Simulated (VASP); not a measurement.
## Si2Mo: single point with r2SCAN+rVV10

Si2Mo:

```
Si Mo
1.0
     0.00000    3.98359    4.36511
     2.28444    0.00000    4.36511
     2.28444    3.98359    0.00000
Si Mo
4 2
Direct
  0.08592 0.41408 0.08592
  0.41408 0.08592 0.41408
  0.16408 0.83592 0.16408
  0.83592 0.16408 0.83592
  0.75000 0.75000 0.75000
  0.50000 0.50000 0.50000
```

```
Program                : VASP 6.6.1
Task                   : single point
Functional             : r2SCAN
Dispersion             : rVV10
Potentials or basis    : VASP PAW PBE potentials, release 64 (Si, Mo_sv)
Cutoff                 : 550 eV
k mesh                 : 6 × 6 × 6
Occupations            : fermi-dirac, width 0.03 eV
Spin                   : no spin polarisation
Dipole correction      : no
Further INCAR settings : ALGO = Normal; EDIFF = 1e-06; NBANDS = 31
```

```
Pressure               : 0.6 GPa
Largest force          : 0.012 eV/Å
Band gap on the k mesh : zero (bands 22 and 23 overlap by 0.34 eV)
```

Forces in eV/Å, atoms in the order of the input:
```
Si   0.000  0.012  0.000
Si   0.000 -0.012  0.000
Si   0.000 -0.012  0.000
Si   0.000  0.012  0.000
Mo   0.000  0.000  0.000
Mo   0.000  0.000  0.000
```

Levels at points of the mesh, in eV from the Fermi level:
```tsv
k point	band 20	band 21	band 22	band 23	band 24	band 25
(0.00, 0.00, 0.00)	-2.42	-2.32	0.31	2.43	2.84	3.16
(0.50, 0.00, 0.00)	-1.90	-0.56	-0.06	0.36	1.20	1.91
(0.50, 0.50, 0.00)	-2.24	-1.54	-1.54	2.77	2.77	3.06
(0.50, 0.00, 0.50)	-3.02	-0.51	-0.51	2.56	2.56	2.88
(0.00, 0.50, 0.50)	-2.63	-1.19	-1.19	1.27	1.27	2.73
```

It took 15 min on 1 thread of Oxide Virtual Turin-like Processor, on a shared host, peak memory 0.55 GiB.

Caveat: the PAW data sets were made with another functional, which shifts forces and pressure a little.
